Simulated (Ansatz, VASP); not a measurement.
# One calculation of Si3F, two programs

File INCAR:

```
  PREC = Accurate
  ENCUT = 600
  EDIFF = 1E-7
  ISMEAR = 0
  SIGMA = 0.1
  LREAL = False
  LASPH = True
  NELM = 60
  ALGO = Normal
  ISIF = 3
  LWAVE = False
  LCHARG = False
  GGA = PE
  IBRION = 2
  NSW = 100
  EDIFFG = -0.01
```

KPOINTS

```
regular mesh
0
Gamma
  6 6 10
```

The input POSCAR:

```
Si3F
1.0
    5.9664585490      0.0000000000      0.0000000000
   -2.9832292745      5.1671046741      0.0000000000
    0.0000000000      0.0000000000      3.6883095978
Si F
6 2
Direct
    0.3631993073      0.1815996537      0.2500000000
    0.1815996537      0.3631993073      0.7500000000
    0.8184003463      0.1815996537      0.2500000000
    0.6368006927      0.8184003463      0.7500000000
    0.8184003463      0.6368006927      0.2500000000
    0.1815996537      0.8184003463      0.7500000000
    0.3333333333      0.6666666667      0.2500000000
    0.6666666667      0.3333333333      0.7500000000
```

Input for Ansatz:

```yaml
crystal:
  lattice:
    - [5.966458549, 0.0, 0.0]
    - [-2.9832292745, 5.1671046741, 0.0]
    - [0.0, 0.0, 3.6883095978]
  atoms:
    - { symbol: Si, position: [0.3631993073, 0.1815996537, 0.25] }
    - { symbol: Si, position: [0.1815996537, 0.3631993073, 0.75] }
    - { symbol: Si, position: [0.8184003463, 0.1815996537, 0.25] }
    - { symbol: Si, position: [0.6368006927, 0.8184003463, 0.75] }
    - { symbol: Si, position: [0.8184003463, 0.6368006927, 0.25] }
    - { symbol: Si, position: [0.1815996537, 0.8184003463, 0.75] }
    - { symbol: F, position: [0.3333333333, 0.6666666667, 0.25] }
    - { symbol: F, position: [0.6666666667, 0.3333333333, 0.75] }
basis:
  ecutwfc: 420
kpoints:
  mp_grid: { grid: [6, 6, 10] }
hamiltonian:
  xc: pbe
scf:
  occupations: { method: gaussian, width: 0.1 }
output:
  forces: true
  stress: true
  eigenvalues: true
  write_density: true
  write_potential: true
  elf: true
  volumetric_format: npy
relax:
  adjacent_minimum: "off"
  f_tol: 0.01
  max_steps: 80
  cell: { stress_tol: 0.05 }
```

Alike in both runs: task relaxation of cell and atoms; functional PBE; k mesh 6 × 6 × 10; occupations gaussian, width 0.1 eV; no spin polarisation.

|  | VASP | Ansatz |
| --- | --- | --- |
| version | VASP 6.6.1 | Ansatz 0.2.0 |
| potentials or method | VASP PAW PBE potentials, release 64 (Si, F), cutoff 600 eV | scalar-relativistic, plane waves, PAW |
| valence electrons in the cell | 38 | 38 |

Ansatz gave:

| Item | Value |
| --- | --- |
| gap on the k mesh at the Fermi level, each at its own relaxed structure (eV) | none |
| relaxed volume (Å³/atom) | 14.21 |
| relaxed length of the cell vector where the two differ most in proportion (Å) | 5.918 |

Q: What did VASP give for the same quantities?

A: gap on the k mesh at the Fermi level, each at its own relaxed structure (eV): none; relaxed volume (Å³/atom): 14.18; relaxed length of the cell vector where the two differ most in proportion (Å): 5.914.

A gap of «none» marks a metal or a gap that the smearing closes.
